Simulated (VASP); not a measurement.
The system is K.

```
K
1.0
    -2.69756    2.69756    2.69756
     2.69756   -2.69756    2.69756
     2.69756    2.69756   -2.69756
K
1
Direct
  0.00000 0.00000 0.00000
```

* Program: VASP 6.6.1
* Task: relaxation of cell and atoms
* Functional: PBE
* Dispersion: D4
* Potentials or basis: VASP PAW PBE potentials, release 64 (K_sv)
* Cutoff: 600 eV
* k mesh: 7 × 7 × 7
* Occupations: fermi-dirac, width 0.05 eV
* Spin: no spin polarisation

At the start: pressure -0.3 GPa; volume 78.52 Å³/atom.

Task: Where does the relaxation end?

Result: Over 6 steps the energy falls by 9.3 meV/atom and the volume is 70.59 Å³/atom (-10.1 %); space group Im-3m (No. 229, to 0.05 Å).

The path:
| step | energy change (eV) | largest force (eV/Å) | pressure (GPa) | volume (Å³) |
| --- | --- | --- | --- | --- |
| 1 | 0.0000 | 0.0000 | -0.34 | 78.52 |
| 2 | -0.0037 | 0.0000 | -0.27 | 76.61 |
| 3 | -0.0079 | 0.0000 | -0.14 | 73.51 |
| 4 | 0.0385 | 0.0000 | 0.29 | 67.56 |
| 5 | -0.0092 | 0.0000 | -0.05 | 71.42 |
| 6 | -0.0093 | 0.0000 | 0.00 | 70.59 |

Final structure:
```yaml
crystal:
  lattice:
    - [-2.60353, 2.60353, 2.60353]
    - [2.60353, -2.60353, 2.60353]
    - [2.60353, 2.60353, -2.60353]
  atoms:
    - { symbol: K, position: [0.00000, 0.00000, 0.00000] }
```

Caveat: pairwise dispersion overbinds metals, which lowers pressure and volume.
